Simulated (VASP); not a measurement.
Al2O3:

```xyz
5
Lattice="3.0175 0.0000 0.0000 -1.5087 2.6132 0.0000 0.0000 0.0000 7.5746" Properties=species:S:1:pos:R:3 pbc="T T T"
Al    0.0000    0.0000    2.1054
Al    0.0000    0.0000    5.4693
O     0.0000    1.7421    1.5108
O     1.5087    0.8711    6.0639
O     0.0000    0.0000    3.7873
```

Base run:

* Program: VASP 6.6.1
* Functional: BLYP
* Potentials or basis: VASP PAW PBE potentials, release 64 (Al, O)
* Cutoff: 520 eV
* k mesh: 12 × 12 × 4
* Occupations: gaussian, width 0.01 eV
* Spin: no spin polarisation

Its results: band gap on the k mesh 2.46 eV, direct; pressure 2.0 GPa; largest force 0.141 eV/Å.

Task: The run is repeated on the same cell with these changes: functional from BLYP to PBEsol. What comes out?

Result: Band gap on the k mesh 2.19 eV, direct; pressure -3.5 GPa; largest force 0.188 eV/Å.

PBEsol binds more tightly than BLYP, so the same cell stands under less pressure.

Caveats: the PAW data sets were made with another functional, which shifts forces and pressure a little.

A k mesh can miss the band edges.
